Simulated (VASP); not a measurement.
Here is a VASP 6.6.1 calculation.

The input INCAR:

```
SYSTEM = CoSi2
  ALGO = Normal
  EDIFF = 1E-6
  ENCUT = 520
  GGA = PE
  ISIF = 2
  ISMEAR = 0
  LASPH = .TRUE.
  LCHARG = .FALSE.
  LREAL = .FALSE.
  LWAVE = .FALSE.
  NBANDS = 16
  NELM = 60
  PREC = Accurate
  SIGMA = 0.15
```

The input KPOINTS:

```
k-points
0
G
  16 16 16
  0 0 0
```

File POSCAR:

```
CoSi2
1.0
    0.0000000000      2.6129405832      2.7469375362
    2.6129405832      0.0000000000      2.7469375362
    2.6129405832      2.6129405832      0.0000000000
Co Si
1 2
Direct
    0.0000000000      0.0000000000      0.0000000000
    0.2500000000      0.2500000000      0.2500000000
    0.7500000000      0.7500000000      0.7500000000
```

Potentials or basis: VASP PAW PBE potentials, release 64 (Co, Si).

Run with:

```console
$ cat potpaw_PBE.64/Co/POTCAR potpaw_PBE.64/Si/POTCAR > POTCAR
$ mpirun -np 1 vasp_std > vasp.out
```

Question: Estimate the pressure.

Answer: 4.8 GPa.

Question: What does it give for the band gap on the k mesh?

Answer: Zero (an odd number of electrons rules out a gap without spin polarisation).

Stress tensor (GPa, compression positive):
```
6.28 0.00 0.00
0.00 6.28 0.00
0.00 0.00 1.96
```

Caveat: the cell differs from its parent crystal (strain -0.025 along x and y, +0.025 along z); the cell stands under pressure; an odd number of electrons without spin polarisation forces a metal; a magnetic or distorted state may lie lower. Spin polarisation is off, so any magnetic state and its effect on volume and gap are missing.
